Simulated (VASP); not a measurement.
Sn, 2 atoms in the cell. Symmetry: P6_3/mmc, No. 194, hexagonal system. Conventional cell: a = 3.333 Å, b = 3.333 Å, c = 5.680 Å, α = 90.00°, β = 90.00°, γ = 120.00°. Sn (site symmetry -6m2) has 12 Sn at 3.33 to 3.43 Å within 4.4 Å. This isn't the form of Sn at room conditions, which is tetragonal (white tin).

* Program: VASP 6.6.1
* Task: single point
* Functional: r2SCAN
* Potentials or basis: VASP PAW PBE potentials, release 64 (Sn_d)
* Cutoff: 520 eV
* k mesh: 15 × 15 × 8
* Occupations: methfessel-paxton, width 0.05 eV
* Spin: no spin polarisation
* Dipole correction: no
* Further INCAR settings: ALGO = Normal; EDIFF = 1e-06; NBANDS = 21

Potentials or basis: VASP PAW PBE potentials, release 64 (Sn_d).

The run is started by

```console
$ cat potpaw_PBE.64/Sn_d/POTCAR > POTCAR
$ cp INCAR.step1 INCAR
$ mpirun -np 1 vasp_std > vasp.out
$ cp INCAR.step2 INCAR
$ mpirun -np 1 vasp_std > vasp.out
```

Hardware: 1 thread of Intel(R) Xeon(R) Platinum 8259CL CPU @ 2.50GHz (Skylake/Cascade Lake) (shared host).

Problem. How long does it take, and how much memory?

Solution. Wall time 6.9 min on 1 thread of Intel(R) Xeon(R) Platinum 8259CL CPU @ 2.50GHz (Skylake/Cascade Lake) (shared host), peak memory 0.26 GiB. Counts: k points 135.
